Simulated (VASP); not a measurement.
Sc:

```xyz
1
Lattice="0.0000 2.3200 2.3200 2.3200 0.0000 2.3200 2.3200 2.3200 0.0000" Properties=species:S:1:pos:R:3 pbc="T T T"
Sc    0.0000    0.0000    0.0000
```

This isn't the form of Sc at room conditions, which is hcp.

```yaml
Program: VASP 6.6.1
Task: relaxation of cell and atoms
Functional: PBEsol
Potentials_or_basis: VASP PAW PBE potentials, release 64 (Sc_sv)
Cutoff: 500 eV
k_mesh: 9 × 9 × 9
Occupations: gaussian, width 0.05 eV
Spin: no spin polarisation
```

At the start: pressure -2.9 GPa; volume 24.97 Å³/atom.

Where does the relaxation end?

Over 3 steps the energy falls by 13.8 meV/atom and the volume is 23.53 Å³/atom (-5.8 %); space group Fm-3m (No. 225, to 0.1 Å) before and after.

Step by step:
```csv
step,energy change (eV),largest force (eV/Å),pressure (GPa),volume (Å³)
1,0.0000,0.0000,-2.93,24.97
2,-0.0135,0.0000,0.43,23.36
3,-0.0138,0.0000,0.00,23.53
```

Final structure:
```xyz
1
Lattice="0.0000 2.2745 2.2745 2.2745 0.0000 2.2745 2.2745 2.2745 0.0000" Properties=species:S:1:pos:R:3 pbc="T T T"
Sc    0.0000    0.0000    0.0000
```

Caveat: the PAW data sets were made with another functional, which shifts forces and pressure a little.
